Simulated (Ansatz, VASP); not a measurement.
**ScB4 in VASP and in Ansatz**

The input INCAR:

```
PREC = Accurate
ENCUT = 600
EDIFF = 1E-6
ISMEAR = 0
SIGMA = 0.1
LREAL = False
LASPH = True
NELM = 100
ALGO = Normal
ISIF = 3
LWAVE = False
LCHARG = False
GGA = PE
IBRION = 2
NSW = 100
EDIFFG = -0.01
```

Contents of KPOINTS:

```
regular mesh
0
Gamma
  12 12 8
```

POSCAR

```
ScB4
1.0
    3.3364734772      0.0000000000      0.0000000000
    0.0000000000      3.3364734772      0.0000000000
    0.0000000000      0.0000000000      4.3814524304
Sc B
1 4
Direct
    0.0000000000      0.0000000000      0.5000000000
    0.5000000000      0.0000000000      0.0000000000
    0.0000000000      0.5000000000      0.0000000000
    0.5000000000      0.5000000000      0.0000000000
    0.5000000000      0.5000000000      0.5000000000
```

Input for Ansatz:

```yaml
crystal:
  lattice:
    - [3.3364734772, 0.0, 0.0]
    - [0.0, 3.3364734772, 0.0]
    - [0.0, 0.0, 4.3814524304]
  atoms:
    - { symbol: Sc, position: [0.0, 0.0, 0.5] }
    - { symbol: B, position: [0.5, 0.0, 0.0] }
    - { symbol: B, position: [0.0, 0.5, 0.0] }
    - { symbol: B, position: [0.5, 0.5, 0.0] }
    - { symbol: B, position: [0.5, 0.5, 0.5] }
basis:
  ecutwfc: 420
kpoints:
  mp_grid: { grid: [12, 12, 8] }
hamiltonian:
  xc: pbe
scf:
  occupations: { method: gaussian, width: 0.1 }
output:
  forces: true
  stress: true
  eigenvalues: true
relax:
  adjacent_minimum: "off"
  f_tol: 0.01
  max_steps: 80
  cell: { stress_tol: 0.05 }
```

Alike in both runs: task relaxation of cell and atoms; functional PBE; k mesh 12 × 12 × 8; occupations gaussian, width 0.1 eV; no spin polarisation.

```csv
,VASP,Ansatz
version,VASP 6.6.1,Ansatz 0.2.0
potentials or method,"VASP PAW PBE potentials, release 64 (Sc_sv, B), cutoff 600 eV","scalar-relativistic, plane waves, PAW"
valence electrons in the cell,23,23
```

```tsv
	VASP	Ansatz	Ansatz less VASP
gap on the k mesh at the Fermi level, each at its own relaxed structure (eV)	none	none	-
relaxed volume (Å³/atom)	9.59	9.58	-0.004
relaxed cell length with the largest relative difference (Å)	4.222	4.225	+0.0027
```

A gap of «none» marks a metal or a gap that the smearing closes.
